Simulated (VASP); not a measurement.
A run of VASP 6.6.1 is set up as follows.

INCAR

```
SYSTEM = BP
PREC = Accurate
ENCUT = 500
EDIFF = 1E-6
ISMEAR = 0
SIGMA = 0.01
LREAL = .False.
LASPH = .True.
NELM = 120
ALGO = Normal
ISIF = 2
LWAVE = .False.
LCHARG = .False.
GGA = LIBXC
LIBXC1 = GGA_X_PBE
LIBXC2 = GGA_C_PBE_SOL
NBANDS = 11
GGA_COMPAT = .False.
```

KPOINTS

```
regular mesh
0
Gamma
  10 10 10
  0 0 0
```

The input POSCAR:

```
BP
1.0
    0.0000000000      2.2785689789      2.2785689789
    2.2785689789      0.0000000000      2.2785689789
    2.2785689789      2.2785689789      0.0000000000
B P
1 1
Direct
    0.0000000000      0.0000000000      0.0000000000
    0.2500000000      0.2500000000      0.2500000000
```

Potentials or basis: VASP PAW PBE potentials, release 64 (B, P).

Run with:

```bash
$ cat potpaw_PBE.64/B/POTCAR potpaw_PBE.64/P/POTCAR > POTCAR
$ mpirun -np 1 vasp_std > vasp.out
```

Predict the band gap on the k mesh.

1.34 eV (least direct gap 3.43 eV).

Predict the pressure.

-0.2 GPa.

Caveat: the PAW data sets were made with another functional, which shifts forces and pressure a little. A k mesh can miss the band edges.
